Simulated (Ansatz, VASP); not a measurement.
**Two plane-wave programs on GaGe3**

The input INCAR:

```
SYSTEM = GaGe3
ALGO = Normal
EDIFF = 1E-7
ENCUT = 520
GGA = PE
ISIF = 2
ISMEAR = -1
LASPH = .TRUE.
LCHARG = .TRUE.
LELF = .TRUE.
LREAL = .FALSE.
LVHAR = .TRUE.
LWAVE = .FALSE.
NBANDS = 65
NELM = 60
PREC = Accurate
SIGMA = 0.05
```

KPOINTS

```
k-points
0
G
  5 5 5
  0 0 0
```

File POSCAR:

```
GaGe3
1.0
    6.1024193518      0.0000000000      0.0000000000
   -3.0512096759      5.2848501832      0.0000000000
    0.0000000000      0.0000000000      5.1337016195
Ge Ga
6 2
Direct
    0.1635615050      0.3271230100      0.2500000000
    0.1635615050      0.8364384950      0.2500000000
    0.6728769900      0.8364384950      0.2500000000
    0.8364384950      0.6728769900      0.7500000000
    0.8364384950      0.1635615050      0.7500000000
    0.3271230100      0.1635615050      0.7500000000
    0.3333333333      0.6666666667      0.7500000000
    0.6666666667      0.3333333333      0.2500000000
```

File input.yaml:

```yaml
crystal:
  lattice:
    - [6.1024193518, 0.0, 0.0]
    - [-3.0512096759, 5.2848501832, 0.0]
    - [0.0, 0.0, 5.1337016195]
  atoms:
    - { symbol: Ge, position: [0.163561505, 0.32712301, 0.25] }
    - { symbol: Ge, position: [0.163561505, 0.836438495, 0.25] }
    - { symbol: Ge, position: [0.67287699, 0.836438495, 0.25] }
    - { symbol: Ge, position: [0.836438495, 0.67287699, 0.75] }
    - { symbol: Ge, position: [0.836438495, 0.163561505, 0.75] }
    - { symbol: Ge, position: [0.32712301, 0.163561505, 0.75] }
    - { symbol: Ga, position: [0.3333333333, 0.6666666667, 0.75] }
    - { symbol: Ga, position: [0.6666666667, 0.3333333333, 0.25] }
hamiltonian:
  xc: pbe
  pseudopotentials: { kind: paw }
kpoints:
  mp_grid: { grid: [5, 5, 5] }
scf:
  occupations: { method: fermi_dirac, width: 0.05 }
output:
  forces: true
  stress: true
  eigenvalues: true
```

Alike in both runs: task single point; functional PBE; k mesh 5 × 5 × 5; occupations fermi-dirac, width 0.05 eV; no spin polarisation.

```csv
,VASP,Ansatz
version,VASP 6.6.1,Ansatz 0.2.0
potentials or method,"VASP PAW PBE potentials, release 64 (Ge_d, Ga_d)",Ansatz PAW
plane-wave cutoff (eV),520,420
valence electrons in the cell,110,110
```

|  | VASP | Ansatz | Ansatz less VASP |
| --- | --- | --- | --- |
| gap on the k mesh at the Fermi level (eV) | none | none | - |
| pressure (GPa) | -3.7 | -3.7 | -0.02 |
| traceless stress, the component that is largest in VASP (GPa) | 0.32 | 0.32 | +0.003 |
| rms of the force components (eV/Å) | 0.041 | 0.041 | -0.0006 |

Atom by atom the forces differ by 0.001 eV/Å (rms over components). A gap of «none» marks a metal or a gap that the smearing closes.
